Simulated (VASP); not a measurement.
Here is a VASP 6.6.1 calculation.

File INCAR:

```
SYSTEM = NbSb
ALGO     = Normal         ! electronic algorithm
EDIFF    = 1E-7           ! SCF threshold, eV
ENCUT    = 520            ! plane-wave cutoff, eV
GGA      = PE             ! functional
ISIF     = 2              ! what is computed and relaxed
ISMEAR   = 0              ! smearing method
LASPH    = .True.         ! aspherical terms in the spheres
LCHARG   = .False.        ! write CHGCAR
LREAL    = .False.        ! projectors in reciprocal space
LWAVE    = .False.        ! write WAVECAR
NBANDS   = 26             ! bands
NELM     = 100            ! most SCF steps
PREC     = Accurate       ! precision mode
SIGMA    = 0.1            ! smearing width, eV
```

Contents of KPOINTS:

```
k-points
0
Gamma
  14 14 8
  0 0 0
```

The input POSCAR:

```
NbSb
1.0
    3.5910357707      0.0000000000      0.0000000000
    0.0000000000      3.5910357707      0.0000000000
    0.0000000000      0.0000000000      6.5124535120
Nb Sb
2 2
Direct
    0.5000000000      0.0000000000      0.8698769358
    0.0000000000      0.5000000000      0.1301230642
    0.5000000000      0.0000000000      0.3293069448
    0.0000000000      0.5000000000      0.6706930552
```

Potentials or basis: VASP PAW PBE potentials, release 64 (Nb_sv, Sb).

Run with:

```bash
$ cat potpaw_PBE.64/Nb_sv/POTCAR potpaw_PBE.64/Sb/POTCAR > POTCAR
$ mpirun -np 1 vasp_std > vasp.out
```

(1) What does it give for the band gap on the k mesh?

(2) What does it give for the largest force?

(3) Predict the pressure.

## Answers

(1) zero (bands 18 and 19 overlap by 0.43 eV).

(2) 0.010 eV/Å.

(3) -0.2 GPa.

Caveat: spin-orbit coupling is left out, which moves the levels of the heavy elements.
